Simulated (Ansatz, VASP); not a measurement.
**CdF2 in VASP and in Ansatz**

```xyz
3
Lattice="0.0000 2.3920 2.3920 2.3920 0.0000 2.3920 2.3920 2.3920 0.0000" Properties=species:S:1:pos:R:3 pbc="T T T"
Cd    0.0000    0.0000    0.0000
F     1.1960    1.1960    1.1960
F     3.5880    3.5880    3.5880
```

Change from the starting cell: volume scaled by 0.7, PAW files.

Alike in both runs: task electric field gradients; functional LDA; k mesh 9 × 9 × 9; occupations fermi-dirac, width 0.03 eV; no spin polarisation.

```csv
,VASP,Ansatz
version,VASP 6.6.1,Ansatz 0.2.0
potentials or method,"VASP PAW LDA potentials, release 64 (Cd_sv_GW, F)","PAW with Ansatz's default frozen-core files, scalar-relativistic"
plane-wave cutoff (eV),520,420
valence electrons in the cell,34,34
```

|  | VASP | Ansatz | Ansatz less VASP |
| --- | --- | --- | --- |
| gap on the k mesh at the Fermi level (eV) | 4.01 | 4.01 | -0.004 |

LDA's correlation is that of Perdew and Zunger in VASP and of Perdew and Wang (1992) in Ansatz.

Noted on VASP's run: the cell as given lies far from equilibrium.
